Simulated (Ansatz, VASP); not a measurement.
**BN: VASP beside Ansatz**

```xyz
4
Lattice="2.5433 0.0000 0.0000 -1.2717 2.2026 0.0000 0.0000 0.0000 4.2068" Properties=species:S:1:pos:R:3 pbc="T T T"
B     0.0000    1.4684   -0.0013
B     1.2717    0.7342    2.1021
N     0.0000    1.4684    1.5746
N     1.2717    0.7342    3.6781
```

Alike in both runs: functional r2SCAN; k mesh 9 × 9 × 6; occupations gaussian, width 0.02 eV; no spin polarisation.

Ansatz relaxed the structure, and its values are those at the end. VASP's run is a single point on that final structure, the one shown.

|  | VASP | Ansatz |
| --- | --- | --- |
| version | VASP 6.6.1 | Ansatz 0.2.0 |
| potentials or method | VASP PAW PBE potentials, release 64 (B, N), cutoff 520 eV | scalar-relativistic, plane waves, PAW |
| valence electrons in the cell | 16 | 16 |

VASP gave:

- gap on the k mesh at the Fermi level (eV): 5.72
- least direct gap on the mesh (eV): 8.98
- pressure (GPa): 1.4

Problem. What did Ansatz give for the same quantities?

Solution. gap on the k mesh at the Fermi level (eV): 5.74; least direct gap on the mesh (eV): 8.99; pressure (GPa): 0.0.

VASP's potentials were made for PBE, not for r2SCAN.
